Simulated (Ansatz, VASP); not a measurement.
**HCl: VASP beside Ansatz**

Contents of POSCAR:

```
HCl
1.0
    0.0000000000      2.8196250000      2.7375000000
    2.8196250000      0.0000000000      2.7375000000
    2.8196250000      2.8196250000      0.0000000000
H Cl
1 1
Direct
    0.0000000000      0.0000000000      0.0000000000
    0.5000000000      0.5000000000      0.5000000000
```

The input INCAR.step1:

```
SYSTEM = HCl
PREC = Accurate
ENCUT = 520
ISMEAR = 0
SIGMA = 0.15
LREAL = .False.
LASPH = .True.
NELM = 80
NBANDS = 11
GGA = PE
ALGO = Normal
EDIFF = 1E-4
LWAVE = .True.
LCHARG = .False.
```

INCAR.step2

```
SYSTEM = HCl
PREC = Accurate
ENCUT = 520
EDIFF = 1E-6
ISMEAR = 0
SIGMA = 0.15
LREAL = .False.
LASPH = .True.
NELM = 80
ALGO = Normal
ISIF = 2
LWAVE = .False.
LCHARG = .False.
METAGGA = R2SCAN
LMIXTAU = .True.
NBANDS = 11
ISTART = 1
```

KPOINTS

```
Automatic mesh
0
Gamma
  16 16 16
  0 0 0
```

Input for Ansatz:

```yaml
crystal:
  lattice:
    - [0.0, 2.819625, 2.7375]
    - [2.819625, 0.0, 2.7375]
    - [2.819625, 2.819625, 0.0]
  atoms:
    - { symbol: H, position: [0.0, 0.0, 0.0] }
    - { symbol: Cl, position: [0.5, 0.5, 0.5] }
basis:
  ecutwfc: 500
kpoints:
  mp_grid: { grid: [16, 16, 16] }
hamiltonian:
  xc: r2scan
scf:
  occupations: { method: gaussian, width: 0.15 }
output:
  forces: true
  stress: true
  eigenvalues: true
```

Change from the starting cell: strain +0.030 along x and y, +0.000 along z, atoms carried along.

Alike in both runs: task single point; functional r2SCAN; k mesh 16 × 16 × 16; occupations gaussian, width 0.15 eV; no spin polarisation.

```csv
,VASP,Ansatz
version,VASP 6.6.1,Ansatz 0.2.0
potentials or method,"VASP PAW PBE potentials, release 64 (H, Cl), cutoff 520 eV","scalar-relativistic, plane waves, PAW"
valence electrons in the cell,8,8
```

Ansatz gave:

- pressure (GPa): -9.6
- traceless stress, the component that is largest in VASP (GPa): -1.59

Estimate VASP's values.

pressure (GPa): -9.7; traceless stress, the component that is largest in VASP (GPa): -1.60.

VASP's potentials were made for PBE, not for r2SCAN.
